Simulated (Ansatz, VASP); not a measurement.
Nb: VASP beside Ansatz

```
CELL_PARAMETERS angstrom
0.00000 2.95411 2.95411
2.95411 0.00000 2.95411
2.95411 2.95411 0.00000
ATOMIC_POSITIONS crystal
Nb 0.12500 0.12500 0.12500
Nb 0.87500 0.87500 0.87500
```

Alike in both runs: functional PBE; k mesh 9 × 9 × 9; occupations fermi-dirac, width 0.05 eV; collinear spin.

Ansatz relaxed the structure, and its values are those at the end. VASP's run is a single point on that final structure, the one shown.

|  | VASP | Ansatz |
| --- | --- | --- |
| version | VASP 6.6.1 | Ansatz 0.2.0 |
| potentials or method | VASP PAW PBE potentials, release 64 (Nb_sv), cutoff 520 eV | plane waves (420 eV) with PAW, scalar-relativistic |
| valence electrons in the cell | 26 | 26 |

```tsv
	VASP	Ansatz	Ansatz less VASP
pressure (GPa)	0.0	0.0	+0.02
net moment per atom (μB)	0.00	0.00	0.000
```

Ansatz's warnings: seeded moment not kept.
